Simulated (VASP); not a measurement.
Here is a VASP 6.6.1 calculation.

Contents of POSCAR:

```
Ni
1.0
    0.0000000000      2.4026114833      2.4026114833
    2.4026114833      0.0000000000      2.4026114833
    2.4026114833      2.4026114833      0.0000000000
Ni
2
Direct
    0.1250000000      0.1250000000      0.1250000000
    0.8750000000      0.8750000000      0.8750000000
```

File INCAR.step1:

```
PREC = Accurate
ENCUT = 520
ISMEAR = -1
SIGMA = 0.1
LREAL = False
LASPH = True
NELM = 80
NBANDS = 17
GGA = PE
ALGO = Normal
EDIFF = 1E-4
LWAVE = True
LCHARG = False
```

INCAR.step2

```
PREC = Accurate
ENCUT = 520
EDIFF = 1E-7
ISMEAR = -1
SIGMA = 0.1
LREAL = False
LASPH = True
NELM = 80
ALGO = Normal
ISIF = 2
LWAVE = False
LCHARG = True
METAGGA = R2SCAN
LMIXTAU = True
LELF = True
LVHAR = True
NBANDS = 17
ISTART = 1
```

Contents of KPOINTS:

```
regular mesh
0
Gamma
  12 12 12
```

Potentials or basis: VASP PAW PBE potentials, release 64 (Ni).

Launch:

```sh
$ cat potpaw_PBE.64/Ni/POTCAR > POTCAR
$ cp INCAR.step1 INCAR
$ mpirun -np 1 vasp_std > vasp.out
$ cp INCAR.step2 INCAR
$ mpirun -np 1 vasp_std > vasp.out
```

What does it give for the band gap on the k mesh?

Zero (band 10 reaches 6.39 eV, above the bottom of band 11 at 6.01 eV).

Estimate the pressure.

17.8 GPa.

Caveat: the PAW data sets were made with another functional, which shifts forces and pressure a little; the run has no spin polarisation, though such a crystal can be magnetic. Spin polarisation is off, so any magnetic state and its effect on volume and gap are missing.
